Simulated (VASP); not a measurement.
# KF (Fm-3m) in VASP: single point with HSE06

Aim: the single point of KF with HSE06.

Program: VASP 6.6.1. These are calculated values, not measurements. Logs are shortened: lines on timing, memory, paths and dates and some standing lists are left out, and cuts for length are marked.

### Step 1. The cell of the first run

It takes space group Fm-3m (No. 225, cubic). Conventional cell: a = 5.420 Å, b = 5.420 Å, c = 5.420 Å, α = 90.00°, β = 90.00°, γ = 90.00°. K (site symmetry m-3m) has 6 F at 2.71 Å within 3.6 Å. Within 3.6 Å of F (site symmetry m-3m) lie 6 K at 2.71 Å.

### Step 2. Single point, HSE06

Input file POSCAR:

```
KF
1.0
    0.0000000000      2.7100386135      2.7100386135
    2.7100386135      0.0000000000      2.7100386135
    2.7100386135      2.7100386135      0.0000000000
K F
1 1
Direct
    0.0000000000      0.0000000000      0.0000000000
    0.5000000000      0.5000000000      0.5000000000
```

Input file INCAR.step1:

```
SYSTEM = KF
  ALGO = Normal
  EDIFF = 1E-5
  ENCUT = 520
  GGA = PE
  ISIF = 2
  ISMEAR = 0
  LASPH = .True.
  LREAL = .False.
  LWAVE = .True.
  NBANDS = 15
  NELM = 100
  PREC = Accurate
  SIGMA = 0.02
```

Input file INCAR.step2:

```
SYSTEM = KF
  ALGO = Normal
  EDIFF = 1E-7
  ENCUT = 520
  GGA = PE
  HFSCREEN = 0.2079
  ISIF = 2
  ISMEAR = 0
  ISTART = 1
  LASPH = .True.
  LCHARG = .True.
  LELF = .True.
  LHFCALC = .True.
  LREAL = .False.
  LVHAR = .True.
  LWAVE = .False.
  NBANDS = 15
  NELM = 100
  PREC = Accurate
  PRECFOCK = Normal
  SIGMA = 0.02
```

Input file KPOINTS:

```
k-points
0
Gamma
  6 6 6
  0 0 0
```

Potentials or basis: VASP PAW PBE potentials, release 64 (K_sv, F).

Launch:

```console
> cat potpaw_PBE.64/K_sv/POTCAR potpaw_PBE.64/F/POTCAR > POTCAR
> cp INCAR.step1 INCAR
> mpirun -np 1 vasp_std > vasp.out
> cp INCAR.step2 INCAR
> mpirun -np 1 vasp_std > vasp.out
```

OUTCAR:

```text
SYSTEM = KF
   EDIFF = 1E-7
   ENCUT = 520
   GGA = PE
   HFSCREEN = 0.2079
   ISIF = 2
   ISMEAR = 0
   ISTART = 1
   LASPH = .True.
   LHFCALC = .True.
   LREAL = .False.
   NELM = 100
   PREC = Accurate
   PRECFOCK = Normal

 ion  position               nearest neighbor table
   1  0.000  0.000  0.000-   2 2.71   2 2.71   2 2.71   2 2.71   2 2.71   2 2.71
   2  0.500  0.500  0.500-   1 2.71   1 2.71   1 2.71   1 2.71   1 2.71   1 2.71

  LATTYP: Found a face centered cubic cell.
 ALAT       =     5.4200772270

  Lattice vectors:

 A1 = (   0.0000000000,   2.7100386135,   2.7100386135)
 A2 = (   2.7100386135,   0.0000000000,   2.7100386135)
 A3 = (   2.7100386135,   2.7100386135,   0.0000000000)

Analysis of symmetry for initial positions (statically):
=====================================================================
 Subroutine PRICEL returns:
 Original cell was already a primitive cell.

 Routine SETGRP: Setting up the symmetry group for a
 face centered cubic supercell.

 Subroutine GETGRP returns: Found 48 space group operations
 (whereof 48 operations were pure point group operations)
 out of a pool of 48 trial point group operations.

The static configuration has the point symmetry O_h .

Analysis of symmetry for dynamics (positions and initial velocities):
=====================================================================
 Subroutine PRICEL returns:
 Original cell was already a primitive cell.

 Routine SETGRP: Setting up the symmetry group for a
 face centered cubic supercell.

 Subroutine GETGRP returns: Found 48 space group operations
 (whereof 48 operations were pure point group operations)
 out of a pool of 48 trial point group operations.

The dynamic configuration has the point symmetry O_h .

 Subroutine INISYM returns: Found 48 space group operations
 (whereof 48 operations are pure point group operations),
 and found     1 'primitive' translations

----------------------------------------------------------------------------------------

                                     Primitive cell

  volume of cell :      39.8067

  direct lattice vectors                    reciprocal lattice vectors
     0.000000000  2.710038614  2.710038614    -0.184499216  0.184499216  0.184499216
     2.710038614  0.000000000  2.710038614     0.184499216 -0.184499216  0.184499216
     2.710038614  2.710038614  0.000000000     0.184499216  0.184499216 -0.184499216

  length of vectors
     3.832573362  3.832573362  3.832573362     0.319562016  0.319562016  0.319562016

  position of ions in fractional coordinates (direct lattice)
     0.000000000  0.000000000  0.000000000
     0.500000000  0.500000000  0.500000000

  ion indices of the primitive-cell ions
   primitive index   ion index
                 1           1
                 2           2

----------------------------------------------------------------------------------------

 KPOINTS: k-points

Automatic generation of k-mesh.
 Grid dimensions read from file:
 generate k-points for:    6    6    6

 Generating k-lattice:

  Cartesian coordinates                     Fractional coordinates (reciprocal lattice)
    -0.030749869  0.030749869  0.030749869     0.166666667  0.000000000  0.000000000
     0.030749869 -0.030749869  0.030749869     0.000000000  0.166666667  0.000000000
     0.030749869  0.030749869 -0.030749869     0.000000000  0.000000000  0.166666667

  Length of vectors
     0.053260336  0.053260336  0.053260336

  Shift w.r.t. Gamma in fractional coordinates (k-lattice)
     0.000000000  0.000000000  0.000000000

 Subroutine IBZKPT returns following result:
 ===========================================

 Found     16 irreducible k-points:

 Following reciprocal coordinates:
            Coordinates               Weight
  0.000000  0.000000  0.000000      1.000000
  0.166667  0.000000  0.000000      8.000000
  0.333333  0.000000  0.000000      8.000000
  0.500000  0.000000  0.000000      4.000000
  0.166667  0.166667  0.000000      6.000000
  0.333333  0.166667  0.000000     24.000000
[... 8 lines left out ...]
 -0.333333  0.333333  0.166667     24.000000
 -0.333333  0.500000  0.166667     12.000000
   k-points           NKPTS =     16   k-points in BZ     NKDIM =    216   number of bands    NBANDS=     15
   number of dos      NEDOS =    301   number of ions     NIONS =      2
   total plane-waves  NPLWV =  27000
   dimension x,y,z NGX =    30 NGY =   30 NGZ =   30
   dimension x,y,z NGXF=    60 NGYF=   60 NGZF=   60
   ions per type =               1   1
   NGX,Y,Z   is equivalent  to a cutoff of  13.01, 13.01, 13.01 a.u.
   NGXF,Y,Z  is equivalent  to a cutoff of  26.03, 26.03, 26.03 a.u.
 SYSTEM =  KF
   PREC   = accura    normal or accurate (medium, high low for compatibility)
   ISTART =      1    job   : 0-new  1-cont  2-samecut
   ICHARG =      0    charge: 1-file 2-atom 10-const
   ISPIN  =      1    spin polarized calculation?
   LNONCOLLINEAR =      F non collinear calculations
   LSORBIT =      F    spin-orbit coupling
   LASPH  =      T    aspherical Exc in radial PAW
   ENCUT  =  520.0 eV  38.22 Ry    6.18 a.u.   7.13  7.13  7.13*2*pi/ulx,y,z
   NELM   =    100;   NELMIN=  2; NELMDL=  0     # of ELM steps
   EDIFF  = 0.1E-06   stopping-criterion for ELM
   LREAL  =      F    real-space projection
   EDIFFG = 0.1E-05   stopping-criterion for IOM
   NSW    =      0    number of steps for IOM
   IBRION =     -1    ionic relax: 0-MD 1-quasi-New 2-CG
   NFREE  =      0    steps in history (QN), initial steepest desc. (CG)
   ISIF   =      2    stress and relaxation
   ISYM   =      3    0-nonsym 1-usesym 2-fastsym
   POTIM  = 0.5000    time-step for ionic-motion
   TEBEG  =    0.0;   TEEND  =   0.0 temperature during run
   PSTRESS=    0.0 pullay stress
   NELECT =      16.0000    total number of electrons
   NUPDOWN=      -1.0000    fix difference up-down
   EMIN   =  10.00;   EMAX   =-10.00  energy-range for DOS
   EFERMI =   0.00;   METHOD = LEGACY
   ISMEAR =     0;   SIGMA  =   0.02  broadening in eV -4-tet -1-fermi 0-gaus
   EFERMI_NEDOS =   21; number of points for ismear=-14 and -15
   IALGO  =     38    algorithm
   IMIX   =      1    mixing-type and parameters
     AMIX     =   0.40;   BMIX     =  1.00
     AMIX_MAG =   1.60;   BMIX_MAG =  1.00
  volume/ion in A,a.u.               =      19.90       134.31
  Fermi-wavevector in a.u.,A,eV,Ry     =   1.208174  2.283117 19.860200  1.459683
  Thomas-Fermi vector in A             =   2.343789
   LORBIT       =      0    0 simple, 1 ext, 2 COOP (PROOUT), +10 PAW based schemes
   GGA     = PE    functional components
   LHFCALC =     T    Hartree Fock is set to
   PRECFOCK=normal    Normal, Fast or Accurate (Low or Medium for compatibility)
   ENCUT4O =  -1.0   cutoff for four orbital integrals eV
   NKREDX  =     1    reduce k-point grid by
   NKREDY  =     1    reduce k-point grid by
   NKREDZ  =     1    reduce k-point grid by
   AEXX    =    0.2500 exact exchange contribution
   HFSCREEN=    0.2079 screening length (either q_TF or 0.3 A-1)
   HFSCREENC=   0.2079 screening length for correlation (either q_TF or 0.3 A-1)
   ENCUTFOCK=  -1.0 apply spherical cutoff to Coloumb kernel
   IVDW    =     0    specifies the selected vdW correction
   LEPSILON=     F    determine dielectric tensor
   LRPA    =     F    only Hartree local field effects (RPA)
 non-spin polarized calculation
 Gauss-broadening in eV      SIGMA  =   0.02
  energy-cutoff  :      520.00
  volume of cell :       39.81
 maximum number of plane-waves:      1090
 NGX is ok and might be reduce to    30
  NGX = 24; NGY = 24; NGZ = 24

 number of electron      15.9999992 magnetization

 Free energy of the ion-electron system (eV)
  ---------------------------------------------------
  ext. energy  EPLUGINS =         0.00000000
  ---------------------------------------------------
  free energy    TOTEN  =        -9.96586403 eV

  energy without entropy =       -9.96586403  energy(sigma->0) =       -9.96586403

 E-fermi :  -4.3986     XC(G=0):  -6.7898

 val. band max:       -4.4907796417   @ k =   0.0000   0.0000   0.0000
 cond. band min:       3.4355329149   @ k =   0.0000   0.0000   0.0000
 fundamental gap:      7.9263125566
 Fermi energy:        -4.3985716483

 k-point     1 :       0.0000    0.0000    0.0000
  band No.  band energies     occupation
      1     -32.2612      2.00000
      2     -24.6686      2.00000
      3     -14.1836      2.00000
      4     -14.1836      2.00000
      5     -14.1836      2.00000
      6      -4.4908      2.00000
      7      -4.4908      2.00000
      8      -4.4908      2.00000
      9       3.4355      0.00000
     10       8.3808      0.00000
     11       8.3808      0.00000
     12       8.3808      0.00000
     13      10.1651      0.00000
     14      10.1651      0.00000
     15      14.0741      0.00000

 k-point     2 :       0.1667    0.0000    0.0000
  band No.  band energies     occupation
      1     -32.2409      2.00000
      2     -24.6855      2.00000
      3     -14.2460      2.00000
      4     -14.1911      2.00000
      5     -14.1911      2.00000
      6      -4.6995      2.00000
      7      -4.5714      2.00000
      8      -4.5714      2.00000
      9       4.1600      0.00000
     10       7.9252      0.00000
     11       8.7505      0.00000
     12       8.7505      0.00000
     13      10.4180      0.00000
     14      10.4180      0.00000
     15      15.3830      0.00000

 k-point     3 :       0.3333    0.0000    0.0000
  band No.  band energies     occupation
      1     -32.1998      2.00000
      2     -24.7197      2.00000
      3     -14.3701      2.00000
      4     -14.2060      2.00000
      5     -14.2060      2.00000
      6      -5.0635      2.00000
      7      -4.7287      2.00000
      8      -4.7286      2.00000
      9       5.7482      0.00000
     10       7.5573      0.00000
     11       9.4994      0.00000
     12       9.4994      0.00000
     13      11.2591      0.00000
     14      11.2591      0.00000
     15      15.3126      0.00000

 k-point     4 :       0.5000    0.0000    0.0000
  band No.  band energies     occupation
      1     -32.1791      2.00000
      2     -24.7371      2.00000
      3     -14.4317      2.00000
      4     -14.2133      2.00000
      5     -14.2133      2.00000
      6      -5.2260      2.00000
      7      -4.8054      2.00000
      8      -4.8054      2.00000
      9       6.5101      0.00000
     10       7.8356      0.00000
     11       9.8269      0.00000
     12       9.8269      0.00000
     13      12.2174      0.00000
     14      12.2174      0.00000
     15      13.7676      0.00000
[... 163 lines left out ...]
 k-point    14 :       0.5000    0.3333    0.1667
  band No.  band energies     occupation
      1     -32.1766      2.00000
      2     -24.7074      2.00000
      3     -14.4480      2.00000
      4     -14.3990      2.00000
      5     -14.2552      2.00000
      6      -4.9593      2.00000
      7      -4.7407      2.00000
      8      -4.6017      2.00000
      9       6.7185      0.00000
     10       6.8193      0.00000
     11       9.3932      0.00000
     12      10.7017      0.00000
     13      11.0774      0.00000
     14      12.2796      0.00000
     15      13.6267      0.00000

 k-point    15 :      -0.3333    0.3333    0.1667
  band No.  band energies     occupation
      1     -32.1639      2.00000
      2     -24.7086      2.00000
      3     -14.5017      2.00000
      4     -14.4562      2.00000
      5     -14.2564      2.00000
      6      -4.9383      2.00000
      7      -4.7094      2.00000
      8      -4.6928      2.00000
      9       7.0423      0.00000
     10       7.3565      0.00000
     11       9.0928      0.00000
     12      10.9878      0.00000
     13      11.5431      0.00000
     14      12.5465      0.00000
     15      13.1479      0.00000

 k-point    16 :      -0.3333    0.5000    0.1667
  band No.  band energies     occupation
      1     -32.1595      2.00000
      2     -24.6942      2.00000
      3     -14.6114      2.00000
      4     -14.4552      2.00000
      5     -14.2907      2.00000
      6      -4.7909      2.00000
      7      -4.6880      2.00000
      8      -4.6114      2.00000
      9       6.4789      0.00000
     10       8.0583      0.00000
     11       8.5519      0.00000
     12      11.2824      0.00000
     13      12.1456      0.00000
     14      12.5348      0.00000
     15      12.9966      0.00000

------------------------ aborting loop because EDIFF is reached ----------------------------------------

  FORCE on cell =-STRESS in cart. coord.  units (eV):
  Direction    XX          YY          ZZ          XY          YZ          ZX
  --------------------------------------------------------------------------------------
  -------------------------------------------------------------------------------------
  Total       -0.1885531     -0.1885531     -0.1885531     -0.0000000     -0.0000000      0.0000000
  in kB       -7.5890574     -7.5890574     -7.5890574     -0.0000000     -0.0000000      0.0000000
  external PRESSURE =      -7.5890574 kB  Pullay stress =       0.0000000 kB

 VOLUME and BASIS-vectors are now :
 -----------------------------------------------------------------------------
  energy-cutoff  :      520.00
  volume of cell :       39.81
      direct lattice vectors                 reciprocal lattice vectors
     0.000000000  2.710038614  2.710038614    -0.184499216  0.184499216  0.184499216
     2.710038614  0.000000000  2.710038614     0.184499216 -0.184499216  0.184499216
     2.710038614  2.710038614  0.000000000     0.184499216  0.184499216 -0.184499216

 POSITION                                       TOTAL-FORCE (eV/Angst)
 -----------------------------------------------------------------------------------
      0.00000      0.00000      0.00000         0.000000     -0.000000     -0.000000
      2.71004      2.71004      2.71004        -0.000000      0.000000      0.000000
 -----------------------------------------------------------------------------------
    total drift:                                0.000000      0.000000      0.000000

  FREE ENERGIE OF THE ION-ELECTRON SYSTEM (eV)
  ---------------------------------------------------
  free  energy   TOTEN  =        -9.9658640296 eV

  energy  without entropy=       -9.9658640296  energy(sigma->0) =       -9.96586403
```

It took 79 min on 1 thread of Intel Xeon 8259CL, shared host; peak memory 0.29 GiB.

Results:

```yaml
Free_energy: -9.9659 eV
Pressure: -0.8 GPa
Band_gap_on_the_k_mesh: 7.93 eV
```

Caveat: the PAW data sets were made with another functional, which shifts forces and pressure a little.
